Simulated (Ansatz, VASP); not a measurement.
## Two plane-wave programs on Ru2Br

INCAR

```
SYSTEM = Ru2Br
PREC = Accurate
ENCUT = 520
EDIFF = 1E-6
ISMEAR = 0
SIGMA = 0.1
LREAL = .False.
LASPH = .True.
NELM = 150
ALGO = Normal
ISIF = 2
LWAVE = .False.
LCHARG = .False.
ISPIN = 2
MAGMOM = 1 1 1 1 0 0
LORBIT = 11
LMAXMIX = 4
GGA = PE
NBANDS = 48
```

The input KPOINTS:

```
Automatic mesh
0
Gamma
  4 4 6
  0 0 0
```

File POSCAR:

```
Ru2Br
1.0
    5.6823869769      0.0000000000      0.0000000000
    0.0000000000      5.6823869769      0.0000000000
    0.0000000000      0.0000000000      3.6600311416
Ru Br
4 2
Direct
    0.3060000000      0.3060000000      0.0000000000
    0.1940000000      0.8060000000      0.5000000000
    0.6940000000      0.6940000000      0.0000000000
    0.8060000000      0.1940000000      0.5000000000
    0.0000000000      0.0000000000      0.0000000000
    0.5000000000      0.5000000000      0.5000000000
```

Input for Ansatz:

```yaml
crystal:
  lattice:
    - [5.6823869769, 0.0, 0.0]
    - [0.0, 5.6823869769, 0.0]
    - [0.0, 0.0, 3.6600311416]
  atoms:
    - { symbol: Ru, position: [0.306, 0.306, 0.0], spin: 1.0 }
    - { symbol: Ru, position: [0.194, 0.806, 0.5], spin: 1.0 }
    - { symbol: Ru, position: [0.694, 0.694, 0.0], spin: 1.0 }
    - { symbol: Ru, position: [0.806, 0.194, 0.5], spin: 1.0 }
    - { symbol: Br, position: [0.0, 0.0, 0.0] }
    - { symbol: Br, position: [0.5, 0.5, 0.5] }
basis:
  ecutwfc: 420
kpoints:
  mp_grid: { grid: [4, 4, 6] }
hamiltonian:
  xc: pbe
scf:
  occupations: { method: gaussian, width: 0.1 }
  lower_state_search: "off"
output:
  forces: true
  stress: true
  eigenvalues: true
  populations: true
magnetization:
  spin_polarized: true
```

Alike in both runs: task single point; functional PBE; k mesh 4 × 4 × 6; occupations gaussian, width 0.1 eV; collinear spin.

|  | VASP | Ansatz |
| --- | --- | --- |
| version | VASP 6.6.1 | Ansatz 0.2.0 |
| potentials or method | VASP PAW PBE potentials, release 64 (Ru_pv, Br), cutoff 520 eV | scalar-relativistic, plane waves, PAW |
| valence electrons in the cell | 70 | 78 |

|  | VASP | Ansatz | Ansatz less VASP |
| --- | --- | --- | --- |
| gap on the k mesh at the Fermi level (eV) | none | none | - |
| pressure (GPa) | -6.5 | -6.6 | -0.10 |
| traceless stress, the component that is largest in VASP (GPa) | 6.13 | 6.05 | -0.074 |
| rms of the force components (eV/Å) | 0.102 | 0.097 | -0.0050 |
| net moment per atom (μB) | 0.00 | 0.00 | 0.000 |

Atom by atom the forces differ by 0.005 eV/Å (rms over components). A gap of «none» marks a metal or a gap that the smearing closes. VASP's potentials hold 70 valence electrons a cell and Ansatz's 78, so a difference there can come from the potentials and not from the codes. Ansatz's warnings: seeded moment not kept.
